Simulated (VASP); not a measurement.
# CsH (I4/mmm) in VASP: single point with LDA

Aim: the single point of CsH with LDA.

All numbers are computed with VASP 6.6.1; they aren't measurements. Logs are shortened: lines on timing, memory, paths and dates and some standing lists are left out, and cuts for length are marked.

**1. The cell of the first run**

Symmetry: I4/mmm, No. 139, tetragonal system. Conventional cell: a = 4.436 Å, b = 4.436 Å, c = 6.587 Å, α = 90.00°, β = 90.00°, γ = 90.00°. Cs (site symmetry 4/mmm) has 6 H at 3.14 to 3.29 Å within 4.1 Å. H (site symmetry 4/mmm) has 6 Cs at 3.14 to 3.29 Å within 4.1 Å.

**2. Single point, LDA**

The input, INCAR:

```
ALGO = Normal
EDIFF = 1E-6
ENCUT = 520
GGA = CA
ISIF = 2
ISMEAR = 0
LASPH = T
LCHARG = F
LREAL = F
LWAVE = F
NBANDS = 12
NELM = 60
PREC = Accurate
SIGMA = 0.05
```

The input, KPOINTS:

```
k-points
0
Gamma
  8 8 8
```

The input, POSCAR:

```
CsH
1.0
    0.0000000000      3.1365716520      3.2934002346
    3.1365716520      0.0000000000      3.2934002346
    3.1365716520      3.1365716520      0.0000000000
Cs H
1 1
Direct
    0.0000000000      0.0000000000      0.0000000000
    0.5000000000      0.5000000000      0.5000000000
```

Potentials or basis: VASP PAW LDA potentials, release 64 (Cs_sv, H).

Launch:

```
cat potpaw_LDA.64/Cs_sv/POTCAR potpaw_LDA.64/H/POTCAR > POTCAR
mpirun -np 1 vasp_std > vasp.out
```

OUTCAR:

```text
EDIFF = 1E-6
   ENCUT = 520
   GGA = CA
   ISIF = 2
   ISMEAR = 0
   LASPH = T
   LREAL = F
   NELM = 60
   PREC = Accurate

 ion  position               nearest neighbor table
   1  0.000  0.000  0.000-
   2  0.500  0.500  0.500-

  LATTYP: Found a body centered tetragonal cell.
 ALAT       =     4.4357821696
 C/A-ratio  =     1.4849242405

  Lattice vectors:

 A1 = (  -3.1365716520,   0.0000000000,   3.2934002346)
 A2 = (   3.1365716520,   0.0000000000,   3.2934002346)
 A3 = (   0.0000000000,   3.1365716520,  -3.2934002346)

Analysis of symmetry for initial positions (statically):
=====================================================================
 Subroutine PRICEL returns:
 Original cell was already a primitive cell.

 Routine SETGRP: Setting up the symmetry group for a
 body centered tetragonal supercell.

 Subroutine GETGRP returns: Found 16 space group operations
 (whereof 16 operations were pure point group operations)
 out of a pool of 16 trial point group operations.

The static configuration has the point symmetry D_4h.

Analysis of symmetry for dynamics (positions and initial velocities):
=====================================================================
 Subroutine PRICEL returns:
 Original cell was already a primitive cell.

 Routine SETGRP: Setting up the symmetry group for a
 body centered tetragonal supercell.

 Subroutine GETGRP returns: Found 16 space group operations
 (whereof 16 operations were pure point group operations)
 out of a pool of 16 trial point group operations.

The dynamic configuration has the point symmetry D_4h.

 Subroutine INISYM returns: Found 16 space group operations
 (whereof 16 operations are pure point group operations),
 and found     1 'primitive' translations

----------------------------------------------------------------------------------------

                                     Primitive cell

  volume of cell :      64.8015

  direct lattice vectors                    reciprocal lattice vectors
     0.000000000  3.136571652  3.293400235    -0.159409717  0.159409717  0.151818778
     3.136571652  0.000000000  3.293400235     0.159409717 -0.159409717  0.151818778
     3.136571652  3.136571652  0.000000000     0.159409717  0.159409717 -0.151818778

  length of vectors
     4.548028895  4.548028895  4.435782170     0.271793777  0.271793777  0.271793777

  position of ions in fractional coordinates (direct lattice)
     0.000000000  0.000000000  0.000000000
     0.500000000  0.500000000  0.500000000

  ion indices of the primitive-cell ions
   primitive index   ion index
                 1           1
                 2           2

----------------------------------------------------------------------------------------

 KPOINTS: k-points

Automatic generation of k-mesh.
 Grid dimensions read from file:
 generate k-points for:    8    8    8

 Generating k-lattice:

  Cartesian coordinates                     Fractional coordinates (reciprocal lattice)
    -0.019926215  0.019926215  0.018977347     0.125000000  0.000000000  0.000000000
     0.019926215 -0.019926215  0.018977347     0.000000000  0.125000000  0.000000000
     0.019926215  0.019926215 -0.018977347     0.000000000  0.000000000  0.125000000

  Length of vectors
     0.033974222  0.033974222  0.033974222

  Shift w.r.t. Gamma in fractional coordinates (k-lattice)
     0.000000000  0.000000000  0.000000000

 Subroutine IBZKPT returns following result:
 ===========================================

 Found     59 irreducible k-points:

 Following reciprocal coordinates:
            Coordinates               Weight
  0.000000  0.000000  0.000000      1.000000
  0.125000  0.000000  0.000000      8.000000
  0.250000  0.000000  0.000000      8.000000
  0.375000  0.000000  0.000000      8.000000
  0.500000  0.000000  0.000000      4.000000
  0.125000  0.125000  0.000000      2.000000
[... 16 lines left out ...]
  0.250000  0.000000  0.125000     16.000000
  0.375000  0.000000  0.125000     16.000000
 [... further k-points ...]
   k-points           NKPTS =     59   k-points in BZ     NKDIM =     59   number of bands    NBANDS=     12
   number of dos      NEDOS =    301   number of ions     NIONS =      2
   total plane-waves  NPLWV =  46656
   dimension x,y,z NGX =    36 NGY =   36 NGZ =   36
   dimension x,y,z NGXF=    72 NGYF=   72 NGZF=   72
   ions per type =               1   1
   NGX,Y,Z   is equivalent  to a cutoff of  13.16, 13.16, 13.49 a.u.
   NGXF,Y,Z  is equivalent  to a cutoff of  26.32, 26.32, 26.98 a.u.
 SYSTEM =  unknown system
   PREC   = accura    normal or accurate (medium, high low for compatibility)
   ISTART =      0    job   : 0-new  1-cont  2-samecut
   ICHARG =      2    charge: 1-file 2-atom 10-const
   ISPIN  =      1    spin polarized calculation?
   LNONCOLLINEAR =      F non collinear calculations
   LSORBIT =      F    spin-orbit coupling
   LASPH  =      T    aspherical Exc in radial PAW
   ENCUT  =  520.0 eV  38.22 Ry    6.18 a.u.   8.46  8.46  8.25*2*pi/ulx,y,z
   NELM   =     60;   NELMIN=  2; NELMDL= -5     # of ELM steps
   EDIFF  = 0.1E-05   stopping-criterion for ELM
   LREAL  =      F    real-space projection
   EDIFFG = 0.1E-04   stopping-criterion for IOM
   NSW    =      0    number of steps for IOM
   IBRION =     -1    ionic relax: 0-MD 1-quasi-New 2-CG
   NFREE  =      0    steps in history (QN), initial steepest desc. (CG)
   ISIF   =      2    stress and relaxation
   ISYM   =      2    0-nonsym 1-usesym 2-fastsym
   POTIM  = 0.5000    time-step for ionic-motion
   TEBEG  =    0.0;   TEEND  =   0.0 temperature during run
   PSTRESS=    0.0 pullay stress
   NELECT =      10.0000    total number of electrons
   NUPDOWN=      -1.0000    fix difference up-down
   EMIN   =  10.00;   EMAX   =-10.00  energy-range for DOS
   EFERMI =   0.00;   METHOD = LEGACY
   ISMEAR =     0;   SIGMA  =   0.05  broadening in eV -4-tet -1-fermi 0-gaus
   EFERMI_NEDOS =   21; number of points for ismear=-14 and -15
   IALGO  =     38    algorithm
   IMIX   =      4    mixing-type and parameters
     AMIX     =   0.40;   BMIX     =  1.00
     AMIX_MAG =   1.60;   BMIX_MAG =  1.00
  volume/ion in A,a.u.               =      32.40       218.65
  Fermi-wavevector in a.u.,A,eV,Ry     =   0.878105  1.659378 10.491026  0.771069
  Thomas-Fermi vector in A             =   1.998146
   LORBIT       =      0    0 simple, 1 ext, 2 COOP (PROOUT), +10 PAW based schemes
   GGA     = CA    functional components
   LHFCALC =     F    Hartree Fock is set to
   AEXX    =    0.0000 exact exchange contribution
   IVDW    =     0    specifies the selected vdW correction
   LEPSILON=     F    determine dielectric tensor
   LRPA    =     F    only Hartree local field effects (RPA)
 non-spin polarized calculation
 Gauss-broadening in eV      SIGMA  =   0.05
  energy-cutoff  :      520.00
  volume of cell :       64.80
 maximum number of plane-waves:      1771
 NGX is ok and might be reduce to    36
   NGX = 17   NGY = 17   NGZ = 17

 number of electron      10.0000000 magnetization

 Free energy of the ion-electron system (eV)
  ---------------------------------------------------
  ext. energy  EPLUGINS =         0.00000000
  ---------------------------------------------------
  free energy    TOTEN  =        -4.88622237 eV

  energy without entropy =       -4.88622237  energy(sigma->0) =       -4.88622237

 E-fermi :   0.2573     XC(G=0):  -7.5275

 val. band max:        0.0438476116   @ k =   0.5000   0.0000   0.0000
 cond. band min:       1.9688576934   @ k =   0.5000   0.0000   0.0000
 fundamental gap:      1.9250100818
 Fermi energy:         0.2573189311

 k-point     1 :       0.0000    0.0000    0.0000
  band No.  band energies     occupation
      1     -21.4129      2.00000
      2      -7.8939      2.00000
      3      -7.8436      2.00000
      4      -7.8436      2.00000
      5      -1.8366      2.00000
      6       4.8605      0.00000
      7       5.1077      0.00000
      8       5.1077      0.00000
      9       5.4932      0.00000
     10       6.7770      0.00000
     11       7.1059      0.00000
     12       8.5590      0.00000

 k-point     2 :       0.1250    0.0000    0.0000
  band No.  band energies     occupation
      1     -21.4013      2.00000
      2      -8.0107      2.00000
      3      -7.8937      2.00000
      4      -7.8543      2.00000
      5      -1.5832      2.00000
      6       4.4833      0.00000
      7       5.0222      0.00000
      8       5.2368      0.00000
      9       5.4120      0.00000
     10       6.4535      0.00000
     11       6.7149      0.00000
     12       9.2310      0.00000

 k-point     3 :       0.2500    0.0000    0.0000
  band No.  band energies     occupation
      1     -21.3730      2.00000
      2      -8.3332      2.00000
      3      -7.9406      2.00000
      4      -7.8798      2.00000
      5      -0.9733      2.00000
      6       3.3801      0.00000
      7       4.8990      0.00000
      8       5.2362      0.00000
      9       5.6600      0.00000
     10       6.5818      0.00000
     11       6.6413      0.00000
     12      10.6672      0.00000

 k-point     4 :       0.3750    0.0000    0.0000
  band No.  band energies     occupation
      1     -21.3443      2.00000
      2      -8.6232      2.00000
      3      -7.9838      2.00000
      4      -7.9048      2.00000
      5      -0.3037      2.00000
      6       2.4126      0.00000
      7       4.5628      0.00000
      8       4.9065      0.00000
      9       6.3465      0.00000
     10       7.4477      0.00000
     11       7.5692      0.00000
     12      10.6616      0.00000

 k-point     5 :       0.5000    0.0000    0.0000
  band No.  band energies     occupation
      1     -21.3324      2.00000
      2      -8.7354      2.00000
      3      -8.0013      2.00000
      4      -7.9151      2.00000
      5       0.0438      2.00000
      6       1.9689      0.00000
      7       4.4191      0.00000
      8       4.7580      0.00000
      9       7.0073      0.00000
     10       8.1002      0.00000
     11       8.3400      0.00000
     12       9.5589      0.00000
[... 228 lines left out ...]
      1     -21.3175      2.00000
      2      -8.6328      2.00000
      3      -8.0891      2.00000
      4      -8.0891      2.00000
      5      -1.1940      2.00000
      6       2.9796      0.00000
      7       5.0640      0.00000
      8       7.9495      0.00000
      9       8.2997      0.00000
     10       8.2997      0.00000
     11       8.3678      0.00000
     12       8.7645      0.00000

 k-point    22 :       0.1250    0.0000    0.1250
  band No.  band energies     occupation
      1     -21.3966      2.00000
      2      -7.9957      2.00000
      3      -7.9334      2.00000
      4      -7.8961      2.00000
      5      -1.5000      2.00000
      6       4.5321      0.00000
      7       5.0509      0.00000
      8       5.1126      0.00000
      9       5.2593      0.00000
     10       6.1941      0.00000
     11       7.1116      0.00000
     12       9.5677      0.00000

 k-point    23 :       0.2500    0.0000    0.1250
  band No.  band energies     occupation
      1     -21.3734      2.00000
      2      -8.2468      2.00000
      3      -7.9718      2.00000
      4      -7.9259      2.00000
      5      -1.0659      2.00000
      6       3.8036      0.00000
      7       4.4180      0.00000
      8       5.2703      0.00000
      9       5.8720      0.00000
     10       6.2580      0.00000
     11       7.1787      0.00000
     12      10.2990      0.00000

 k-point    24 :       0.3750    0.0000    0.1250
  band No.  band energies     occupation
      1     -21.3449      2.00000
      2      -8.5290      2.00000
      3      -8.0155      2.00000
      4      -7.9598      2.00000
      5      -0.5300      2.00000
      6       2.8671      0.00000
      7       4.4074      0.00000
      8       5.0349      0.00000
      9       6.1943      0.00000
     10       7.1689      0.00000
     11       7.8567      0.00000
     12      10.8429      0.00000

 [... further k-points ...]
[... 5 lines left out ...]
  --------------------------------------------------------------------------------------
  -------------------------------------------------------------------------------------
  Total       -0.3661356     -0.3661356     -0.6983775      0.0000000     -0.0000000      0.0000000
  in kB       -9.0524818     -9.0524818    -17.2669595      0.0000000     -0.0000000      0.0000000
  external PRESSURE =     -11.7906410 kB  Pullay stress =       0.0000000 kB

 VOLUME and BASIS-vectors are now :
 -----------------------------------------------------------------------------
  energy-cutoff  :      520.00
  volume of cell :       64.80
      direct lattice vectors                 reciprocal lattice vectors
     0.000000000  3.136571652  3.293400235    -0.159409717  0.159409717  0.151818778
     3.136571652  0.000000000  3.293400235     0.159409717 -0.159409717  0.151818778
     3.136571652  3.136571652  0.000000000     0.159409717  0.159409717 -0.151818778

 POSITION                                       TOTAL-FORCE (eV/Angst)
 -----------------------------------------------------------------------------------
      0.00000      0.00000      0.00000         0.000000      0.000000     -0.000000
      3.13657      3.13657      3.29340         0.000000     -0.000000      0.000000
 -----------------------------------------------------------------------------------
    total drift:                               -0.000000      0.000000      0.000000

  FREE ENERGIE OF THE ION-ELECTRON SYSTEM (eV)
  ---------------------------------------------------
  free  energy   TOTEN  =        -4.8862223738 eV

  energy  without entropy=       -4.8862223738  energy(sigma->0) =       -4.88622237
```

Wall time 14 s (1 thread of Intel Xeon 6975P-C (Granite Rapids), shared host); peak memory 0.19 GiB.

What came out:

| Item | Value |
| --- | --- |
| Free energy | -4.8862 eV |
| Pressure | -1.2 GPa |
| Band gap on the k mesh | 1.93 eV, direct |

Stress tensor (GPa, compression positive):
```
-0.91  0.00  0.00
 0.00 -0.91  0.00
 0.00  0.00 -1.73
```

Caveat: spin-orbit coupling is left out, which moves the levels of the heavy elements.
